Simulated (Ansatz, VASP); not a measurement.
KBr: VASP beside Ansatz

```
K Br
1.0
     5.67308    0.00000    0.00000
    -2.83654    4.91304    0.00000
     0.00000    0.00000    6.64245
K Br
2 2
Direct
  0.33333 0.66667 0.93750
  0.66667 0.33333 0.43750
  0.33333 0.66667 0.43750
  0.66667 0.33333 0.93750
```

Alike in both runs: task single point; functional PBE; k mesh 6 × 6 × 4; no spin polarisation.

|  | VASP | Ansatz |
| --- | --- | --- |
| version | VASP 6.6.1 | Ansatz 0.2.0 |
| potentials or method | VASP PAW PBE potentials, release 64 (K_sv, Br) | plane waves, PAW |
| plane-wave cutoff (eV) | 520 | 420 |
| occupations | gaussian, width 0.01 eV | fixed |
| valence electrons in the cell | 32 | 32 |

```tsv
	VASP	Ansatz	Ansatz less VASP
gap on the k mesh at the Fermi level (eV)	4.14	4.14	+0.001
pressure (GPa)	0.0	0.0	-0.02
```

Ansatz's warnings: structure snapped to symmetry.
